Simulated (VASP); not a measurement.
# Re in VASP: notebook, part 2 of 2

VASP 6.6.1. The steps go on from the part before.

## 5. Relaxation of cell and atoms, PBEsol

This run uses another cell than the first one, of 14.81 Å³/atom.

Input file INCAR:

```
SYSTEM = Re
  PREC = Accurate
  ENCUT = 600
  EDIFF = 1E-6
  ISMEAR = -1
  SIGMA = 0.05
  LREAL = .False.
  LASPH = .True.
  NELM = 100
  ALGO = Normal
  ISIF = 3
  LWAVE = .False.
  LCHARG = .False.
  GGA = PS
  IBRION = 2
  NSW = 60
  EDIFFG = -0.01
```

Input file KPOINTS:

```
Automatic mesh
0
Gamma
  8 8 3
  0 0 0
```

Input file POSCAR:

```
Re
1.0
    2.7663873939      0.0000000000      0.0000000000
   -1.3831936969      2.3957617598      0.0000000000
    0.0000000000      0.0000000000      8.9388451600
Re
4
Direct
    0.6666666667      0.3333333333      0.7500000000
    0.0000000000      0.0000000000      0.5000000000
    0.3333333333      0.6666666667      0.2500000000
    0.0000000000      0.0000000000      0.0000000000
```

Run with:

```sh
> cat potpaw_PBE.64/Re/POTCAR > POTCAR
> mpirun -np 1 vasp_std > vasp.out
```

Wall time 2.6 min (1 thread of Intel Xeon 8259CL, shared host); peak memory 0.2 GiB.

It converged, with:

```
Free energy                           : -53.4622 eV
Relaxed volume                        : 14.56 Å³/atom
Relaxed cell                          : a = 2.753 Å, b = 2.753 Å, c = 8.874 Å, α = 90.00°, β = 90.00°, γ = 120.00°
Space group after relaxing (to 0.1 Å) : P6_3/mmc (No. 194)
Energy gained by relaxing             : 5.2 meV/atom
Ionic steps                           : 7
Pressure after relaxing               : 0.1 GPa
Band gap on the k mesh                : zero (bands 14 and 15 overlap by 2.55 eV)
```

The path:
```
step  energy change (eV)  largest force (eV/Å)  pressure (GPa)  volume (Å³)
   1              0.0000                0.0000           -6.47        59.24
   2              0.3671                0.0000           33.18        54.26
   3             -0.0205                0.0000           -0.17        58.28
   4             -0.0206                0.0000           -0.04        58.26
   5             -0.0206                0.0000            0.07        58.24
   6             -0.0205                0.0000            0.07        58.24
   7             -0.0207                0.0000            0.10        58.24
```

Final structure:
```xyz
4
Lattice="2.7528 0.0000 0.0000 -1.3764 2.3840 0.0000 0.0000 0.0000 8.8745" Properties=species:S:1:pos:R:3 pbc="T T T"
Re    1.3764    0.7947    6.6559
Re    0.0000    0.0000    4.4372
Re    0.0000    1.5893    2.2186
Re    0.0000    0.0000    0.0000
```

Levels at points of the mesh, in eV from the Fermi level:
```tsv
k point	band 12	band 13	band 14	band 15	band 16	band 17
(0.00, 0.00, 0.00)	-1.28	-1.28	-1.19	-1.19	0.53	0.60
(0.50, 0.00, 0.00)	0.27	0.29	1.15	2.12	3.93	3.95
```

Caveat: the PAW data sets were made with another functional, which shifts forces and pressure a little; spin-orbit coupling is left out, which moves the levels of the heavy elements.

## 6. Relaxation of cell and atoms, RPBE

This run uses another cell than the first one, of 14.81 Å³/atom.

Input file INCAR:

```
SYSTEM = Re
PREC     = Accurate       ! precision mode
ENCUT    = 600            ! plane-wave cutoff, eV
EDIFF    = 1E-6           ! SCF threshold, eV
ISMEAR   = -1             ! smearing method
SIGMA    = 0.05           ! smearing width, eV
LREAL    = .False.        ! projectors in reciprocal space
LASPH    = .True.         ! aspherical terms in the spheres
NELM     = 80             ! most SCF steps
ALGO     = Fast           ! electronic algorithm
ISIF     = 3              ! what is computed and relaxed
LWAVE    = .False.        ! write WAVECAR
LCHARG   = .False.        ! write CHGCAR
GGA      = RP             ! functional
IBRION   = 2              ! ionic algorithm
NSW      = 60             ! ionic steps
EDIFFG   = -0.01          ! ionic threshold
```

KPOINTS is that of step 5.

POSCAR is that of step 5.

Potentials or basis: VASP PAW PBE potentials, release 64 (Re).

Run with:

```sh
> cat potpaw_PBE.64/Re/POTCAR > POTCAR
> mpirun -np 1 vasp_std > vasp.out
```

OUTCAR:

```text
SYSTEM = Re
   PREC = Accurate
   ENCUT = 600
   EDIFF = 1E-6
   ISMEAR = -1
   LREAL = .False.
   LASPH = .True.
   NELM = 80
   ISIF = 3
   GGA = RP
   IBRION = 2
   NSW = 60
   EDIFFG = -0.01

 ion  position               nearest neighbor table
   1  0.667  0.333  0.750-   2 2.75   4 2.75   2 2.75   4 2.75   2 2.75   4 2.75
   2  0.000  0.000  0.500-   1 2.75   3 2.75   3 2.75   1 2.75   1 2.75   3 2.75
   3  0.333  0.667  0.250-   2 2.75   4 2.75   2 2.75   4 2.75   2 2.75   4 2.75
   4  0.000  0.000  0.000-   1 2.75   3 2.75   3 2.75   1 2.75   1 2.75   3 2.75

  LATTYP: Found a hexagonal cell.
 ALAT       =     2.7663873939
 C/A-ratio  =     3.2312340563

  Lattice vectors:

 A1 = (   2.7663873939,   0.0000000000,   0.0000000000)
 A2 = (  -1.3831936969,   2.3957617598,   0.0000000000)
 A3 = (   0.0000000000,   0.0000000000,   8.9388451600)

Analysis of symmetry for initial positions (statically):
=====================================================================
 Subroutine PRICEL returns:
 Original cell was already a primitive cell.

 Routine SETGRP: Setting up the symmetry group for a
 hexagonal supercell.

 Subroutine GETGRP returns: Found 24 space group operations
 (whereof 12 operations were pure point group operations)
 out of a pool of 24 trial point group operations.

The static configuration has the point symmetry D_3d.
 The point group associated with its full space group is D_6h.

Analysis of symmetry for dynamics (positions and initial velocities):
=====================================================================
 Subroutine PRICEL returns:
 Original cell was already a primitive cell.

 Routine SETGRP: Setting up the symmetry group for a
 hexagonal supercell.

 Subroutine GETGRP returns: Found 24 space group operations
 (whereof 12 operations were pure point group operations)
 out of a pool of 24 trial point group operations.

The dynamic configuration has the point symmetry D_3d.
 The point group associated with its full space group is D_6h.

 Subroutine INISYM returns: Found 24 space group operations
 (whereof 12 operations are pure point group operations),
 and found     1 'primitive' translations

----------------------------------------------------------------------------------------

                                     Primitive cell

  volume of cell :      59.2431

  direct lattice vectors                    reciprocal lattice vectors
     2.766387394  0.000000000  0.000000000     0.361482272  0.208701887  0.000000000
    -1.383193697  2.395761760  0.000000000     0.000000000  0.417403774  0.000000000
     0.000000000  0.000000000  8.938845160     0.000000000  0.000000000  0.111871274

  length of vectors
     2.766387394  2.766387394  8.938845160     0.417403774  0.417403774  0.111871274

  position of ions in fractional coordinates (direct lattice)
     0.666666667  0.333333333  0.750000000
     0.000000000  0.000000000  0.500000000
     0.333333333  0.666666667  0.250000000
     0.000000000  0.000000000  0.000000000

  ion indices of the primitive-cell ions
   primitive index   ion index
                 1           1
                 2           2
                 3           3
                 4           4

----------------------------------------------------------------------------------------

 KPOINTS: Automatic mesh

Automatic generation of k-mesh.
 Grid dimensions read from file:
 generate k-points for:    8    8    3

 Generating k-lattice:

  Cartesian coordinates                     Fractional coordinates (reciprocal lattice)
     0.045185284  0.026087736  0.000000000     0.125000000  0.000000000  0.000000000
     0.000000000  0.052175472  0.000000000     0.000000000  0.125000000  0.000000000
     0.000000000  0.000000000  0.037290425     0.000000000  0.000000000  0.333333333

  Length of vectors
     0.052175472  0.052175472  0.037290425

  Shift w.r.t. Gamma in fractional coordinates (k-lattice)
     0.000000000  0.000000000  0.000000000

 Subroutine IBZKPT returns following result:
 ===========================================

 Found     20 irreducible k-points:

 Following reciprocal coordinates:
            Coordinates               Weight
  0.000000  0.000000  0.000000      1.000000
  0.125000  0.000000  0.000000      6.000000
  0.250000  0.000000  0.000000      6.000000
  0.375000  0.000000  0.000000      6.000000
  0.500000  0.000000  0.000000      3.000000
  0.125000  0.125000  0.000000      6.000000
[... 12 lines left out ...]
  0.250000  0.250000  0.333333     12.000000
  0.375000  0.250000  0.333333     12.000000
   k-points           NKPTS =     20   k-points in BZ     NKDIM =     20   number of bands    NBANDS=     18
   number of dos      NEDOS =    301   number of ions     NIONS =      4
   total plane-waves  NPLWV =  41472
   dimension x,y,z NGX =    24 NGY =   24 NGZ =   72
   dimension x,y,z NGXF=    48 NGYF=   48 NGZF=  144
   ions per type =               4
   NGX,Y,Z   is equivalent  to a cutoff of  14.42, 14.42, 13.39 a.u.
   NGXF,Y,Z  is equivalent  to a cutoff of  28.85, 28.85, 26.78 a.u.
 SYSTEM =  Re
   PREC   = accura    normal or accurate (medium, high low for compatibility)
   ISTART =      0    job   : 0-new  1-cont  2-samecut
   ICHARG =      2    charge: 1-file 2-atom 10-const
   ISPIN  =      1    spin polarized calculation?
   LNONCOLLINEAR =      F non collinear calculations
   LSORBIT =      F    spin-orbit coupling
   LASPH  =      T    aspherical Exc in radial PAW
   ENCUT  =  600.0 eV  44.10 Ry    6.64 a.u.   5.53  5.53 17.85*2*pi/ulx,y,z
   NELM   =     80;   NELMIN=  2; NELMDL= -5     # of ELM steps
   EDIFF  = 0.1E-05   stopping-criterion for ELM
   LREAL  =      F    real-space projection
   EDIFFG = -.1E-01   stopping-criterion for IOM
   NSW    =     60    number of steps for IOM
   IBRION =      2    ionic relax: 0-MD 1-quasi-New 2-CG
   NFREE  =      1    steps in history (QN), initial steepest desc. (CG)
   ISIF   =      3    stress and relaxation
   ISYM   =      2    0-nonsym 1-usesym 2-fastsym
   POTIM  = 0.5000    time-step for ionic-motion
   TEBEG  =    0.0;   TEEND  =   0.0 temperature during run
   PSTRESS=    0.0 pullay stress
   NELECT =      28.0000    total number of electrons
   NUPDOWN=      -1.0000    fix difference up-down
   EMIN   =  10.00;   EMAX   =-10.00  energy-range for DOS
   EFERMI =   0.00;   METHOD = LEGACY
   ISMEAR =    -1;   SIGMA  =   0.05  broadening in eV -4-tet -1-fermi 0-gaus
   EFERMI_NEDOS =   21; number of points for ismear=-14 and -15
   IALGO  =     68    algorithm
   IMIX   =      4    mixing-type and parameters
     AMIX     =   0.40;   BMIX     =  1.00
     AMIX_MAG =   1.60;   BMIX_MAG =  1.00
  volume/ion in A,a.u.               =      14.81        99.95
  Fermi-wavevector in a.u.,A,eV,Ry     =   1.275209  2.409796 22.125236  1.626159
  Thomas-Fermi vector in A             =   2.407934
   LORBIT       =      0    0 simple, 1 ext, 2 COOP (PROOUT), +10 PAW based schemes
   GGA     = RP    functional components
   LHFCALC =     F    Hartree Fock is set to
   AEXX    =    0.0000 exact exchange contribution
   IVDW    =     0    specifies the selected vdW correction
   LEPSILON=     F    determine dielectric tensor
   LRPA    =     F    only Hartree local field effects (RPA)
 conjugate gradient relaxation of ions
 non-spin polarized calculation
 RMM-DIIS sequential band-by-band and
  energy-cutoff  :      600.00
  volume of cell :       59.24
 maximum number of plane-waves:      2016
 NGX is ok and might be reduce to    24
   NGX = 11   NGY = 11   NGZ = 35

--------------------------------------- Ionic step        1  -------------------------------------------

 number of electron      28.0000000 magnetization

 Free energy of the ion-electron system (eV)
  ---------------------------------------------------
  ext. energy  EPLUGINS =         0.00000000
  ---------------------------------------------------
  free energy    TOTEN  =       -47.24357225 eV

  energy without entropy =      -47.21621353  energy(sigma->0) =      -47.22989289

------------------------ aborting loop because EDIFF is reached ----------------------------------------

  FORCE on cell =-STRESS in cart. coord.  units (eV):
  Direction    XX          YY          ZZ          XY          YZ          ZX
  --------------------------------------------------------------------------------------
  -------------------------------------------------------------------------------------
  Total        2.6872978      2.6872978      2.3843678      0.0000000     -0.0000000      0.0000000
  in kB       72.6755518     72.6755518     64.4830830      0.0000000     -0.0000000      0.0000000
  external PRESSURE =      69.9447289 kB  Pullay stress =       0.0000000 kB
[... 175 lines left out ...]
  energy  without entropy=      -47.2399148257  energy(sigma->0) =      -47.25373491

--------------------------------------- Ionic step        6  -------------------------------------------

 number of electron      28.0000000 magnetization

 Free energy of the ion-electron system (eV)
  ---------------------------------------------------
  ext. energy  EPLUGINS =         0.00000000
  ---------------------------------------------------
  free energy    TOTEN  =       -47.26757420 eV

  energy without entropy =      -47.24001549  energy(sigma->0) =      -47.25379485

 E-fermi :   7.7658     XC(G=0): -13.5653

 val. band max:        7.7425456362   @ k =   0.3750   0.2500   0.3333
 cond. band min:       7.7841062001   @ k =   0.1250   0.1250   0.3333
 fundamental gap:      0.0415605639
 Fermi energy:         7.7657636166

 k-point     1 :       0.0000    0.0000    0.0000
  band No.  band energies     occupation
      1      -2.0293      2.00000
      2       0.2316      2.00000
      3       0.3203      2.00000
      4       1.2350      2.00000
      5       5.2903      2.00000
      6       5.3739      2.00000
[... 10 lines left out ...]
     17       8.3574      0.00001
     18       8.3598      0.00001
[... 428 lines left out ...]
  FREE ENERGIE OF THE ION-ELECTRON SYSTEM (eV)
  ---------------------------------------------------
  free  energy   TOTEN  =       -47.2675742032 eV

  energy  without entropy=      -47.2400154934  energy(sigma->0) =      -47.25379485

 reached required accuracy - stopping structural energy minimisation
```

Wall time 4.8 min (1 thread of Intel Xeon 8259CL, shared host); peak memory 0.22 GiB.

Results:

* Free energy: -47.2676 eV
* Relaxed volume: 15.09 Å³/atom
* Relaxed cell: a = 2.785 Å, b = 2.785 Å, c = 8.987 Å, α = 90.00°, β = 90.00°, γ = 120.00°
* Space group after relaxing (to 0.1 Å): P6_3/mmc (No. 194)
* Energy gained by relaxing: 6.0 meV/atom
* Ionic steps: 6
* Pressure after relaxing: 0.0 GPa
* Band gap on the k mesh: zero (bands 14 and 15 overlap by 2.37 eV)

The path:
```csv
step,energy change (eV),largest force (eV/Å),pressure (GPa),volume (Å³)
1,0.0000,0.0000,6.99,59.24
2,0.3213,0.0000,-22.34,64.96
3,-0.0240,0.0000,-0.21,60.39
4,-0.0240,0.0000,0.05,60.36
5,-0.0240,0.0000,0.02,60.36
6,-0.0240,0.0000,0.02,60.36
```

Final structure:
```
CELL_PARAMETERS angstrom
2.78482 0.00000 0.00000
-1.39241 2.41173 0.00000
0.00000 0.00000 8.98674
ATOMIC_POSITIONS crystal
Re 0.66667 0.33333 0.75000
Re 0.00000 0.00000 0.50000
Re 0.33333 0.66667 0.25000
Re 0.00000 0.00000 0.00000
```

Levels at points of the mesh, in eV from the Fermi level:
```csv
k point,band 10,band 11,band 12,band 13,band 14,band 15,band 16,band 17,band 18
"(0.00, 0.00, 0.00)",-1.87,-1.58,-1.20,-1.20,-1.11,-1.11,0.45,0.59,0.59
"(0.50, 0.00, 0.00)",-1.98,-0.82,0.28,0.30,1.06,1.99,3.73,3.76,3.97
```

Caveat: the PAW data sets were made with another functional, which shifts forces and pressure a little; spin-orbit coupling is left out, which moves the levels of the heavy elements.

## 7. Overview

```tsv
task	level	cell	cutoff (eV)	gap on the mesh (eV)	pressure (GPa)	relaxed volume (Å³/atom)
single point	PBEsol	a = 2.753, b = 2.753, c = 8.875 Å, angles 90.0, 90.0, 120.0°, 4 atoms	520	none	0.0	-
single point	RPBE	a = 2.786, b = 2.786, c = 8.994 Å, angles 90.0, 90.0, 120.0°, 4 atoms	520	none	-0.8	-
single point	PBE	a = 2.794, b = 2.773, c = 8.939 Å, angles 90.0, 90.0, 120.2°, 4 atoms	520	none	-0.6	-
relaxation of cell and atoms	PBEsol	relaxed from a = 2.766, b = 2.766, c = 8.939 Å, angles 90.0, 90.0, 120.0°, 4 atoms	600	none	0.1	14.56
relaxation of cell and atoms	RPBE	relaxed from a = 2.766, b = 2.766, c = 8.939 Å, angles 90.0, 90.0, 120.0°, 4 atoms	600	none	0.0	15.09
```

Alike in all rows: potentials or basis VASP PAW PBE potentials, release 64 (Re); no spin polarisation; k mesh 8 × 8 × 3; smearing fermi-dirac 0.05 eV.

Caveats: spin-orbit coupling is left out, which moves the levels of the heavy elements; the PAW data sets were made with another functional, which shifts forces and pressure a little (at least some runs).

Absolute energies hang on the potentials; compare differences alone.
